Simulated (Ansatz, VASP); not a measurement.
**Al: VASP beside Ansatz**

```xyz
1
Lattice="-1.4519 1.4519 1.4519 1.6429 -1.6429 1.8338 1.6429 1.8338 -1.6429" Properties=species:S:1:pos:R:3 pbc="T T T"
Al    0.0000    0.0000    0.0000
```

Alike in both runs: task single point; functional PBEsol; k mesh 18 × 18 × 18; occupations gaussian, width 0.1 eV; no spin polarisation.

|  | VASP | Ansatz |
| --- | --- | --- |
| version | VASP 6.6.1 | Ansatz 0.2.0 |
| potentials or method | VASP PAW PBE potentials, release 64 (Al), cutoff 520 eV | scalar-relativistic, plane waves, PAW |
| valence electrons in the cell | 3 | 3 |

```tsv
	VASP	Ansatz	Ansatz less VASP
gap on the k mesh at the Fermi level (eV)	none	none	-
pressure (GPa)	0.1	0.0	-0.06
traceless stress, the component that is largest in VASP (GPa)	-6.77	-6.72	+0.046
```

VASP's potentials were made for PBE, not for PBEsol. A gap of «none» marks a metal or a gap that the smearing closes.
